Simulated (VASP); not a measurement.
## AlAs: single point with r2SCAN+D3(BJ)

AlAs:

```
Al As
1.0
     0.00000    2.86604    2.86604
     2.86604    0.00000    2.86604
     2.86604    2.86604    0.00000
Al As
1 1
Direct
  0.00000 0.00000 0.00000
  0.75000 0.75000 0.75000
```

```json
{"Program": "VASP 6.6.1", "Task": "single point", "Functional": "r2SCAN", "Dispersion": "D3(BJ)", "Potentials or basis": "VASP PAW PBE potentials, release 64 (Al, As)", "Cutoff": "550 eV", "k mesh": "8 × 8 × 8", "Occupations": "gaussian, width 0.05 eV", "Spin": "no spin polarisation"}
```

| Property | Result |
| --- | --- |
| Pressure | -3.1 GPa |
| Band gap on the k mesh | 1.85 eV (least direct gap 2.39 eV) |
| Dispersion energy per atom | -0.144 eV |

Levels at points of the mesh, in eV from the valence-band top:
| k point | band 1 | band 2 | band 3 | band 4 | band 5 | band 6 | band 7 | band 8 | band 9 |
| --- | --- | --- | --- | --- | --- | --- | --- | --- | --- |
| (0.00, 0.00, 0.00) | -12.11 | 0.00 | 0.00 | 0.00 | 2.39 | 4.64 | 4.64 | 4.64 | 9.45 |
| (0.50, 0.00, 0.00) | -10.71 | -5.53 | -0.82 | -0.82 | 2.50 | 5.07 | 5.07 | 8.31 | 11.74 |
| (0.50, 0.50, 0.00) | -10.17 | -5.41 | -2.16 | -2.16 | 1.85 | 2.67 | 10.87 | 10.87 | 12.27 |

Wall time 50 s on 1 thread of Intel(R) Xeon(R) Platinum 8488C (Sapphire Rapids), with other jobs on the host, peak memory 0.2 GiB.

Caveat: three body term missing; the cell stands under tension; the PAW data sets were made with another functional, which shifts forces and pressure a little. r2SCAN opens gaps a little over a GGA but as a rule still falls short of measured ones.
